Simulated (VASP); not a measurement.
A run of VASP 6.6.1 is set up as follows.

File INCAR:

```
SYSTEM = Ga8As3P5
  ALGO = Normal
  EDIFF = 1E-6
  ENCUT = 520
  GGA = PE
  ISIF = 2
  ISMEAR = -1
  LASPH = .TRUE.
  LCHARG = .FALSE.
  LREAL = Auto
  LWAVE = .FALSE.
  NBANDS = 86
  NELM = 80
  PREC = Accurate
  SIGMA = 0.05
```

Contents of KPOINTS:

```
Automatic mesh
0
Gamma
  2 2 2
  0.5 0.5 0.5
```

POSCAR

```
Ga8As3P5
1.0
    7.7850750000      0.0000000000      0.0000000000
   -0.0000010000      6.7420730000      0.0000000000
    0.0000000000      0.0000000000      6.4125900000
Ga As P
8 3 5
Direct
    0.0057580000      0.3293740000      0.9993220000
    0.4996150000      0.3358690000      0.0064520000
    0.2444900000      0.8332650000      0.0097170000
    0.7549940000      0.8372650000      0.9942450000
    0.2514730000      0.1620360000      0.4896970000
    0.9969640000      0.6694640000      0.4909780000
    0.7599290000      0.1614790000      0.5042450000
    0.5150640000      0.6689840000      0.5069680000
    0.0047080000      0.3422260000      0.3758900000
    0.0057660000      0.6645110000      0.8651870000
    0.7474960000      0.1738890000      0.8706190000
    0.4965340000      0.3339480000      0.3688020000
    0.2515440000      0.8245960000      0.3760340000
    0.7418730000      0.8361230000      0.3818670000
    0.2386570000      0.1606310000      0.8792210000
    0.4900660000      0.6691440000      0.8732820000
```

Potentials or basis: VASP PAW PBE potentials, release 64 (Ga_d, As, P).

Command:

```console
$ cat potpaw_PBE.64/Ga_d/POTCAR potpaw_PBE.64/As/POTCAR potpaw_PBE.64/P/POTCAR > POTCAR
$ mpirun -np 1 vasp_std > vasp.out
```

(1) Predict the band gap on the k mesh.

(2) What does it give for the largest force?

Results:

(1) 2.18 eV, indirect (least direct gap 2.21 eV).

(2) 1.643 eV/Å.

Caveat: forces of over 1 eV/Å act on the atoms, so gaps and moduli don't describe the material at rest.
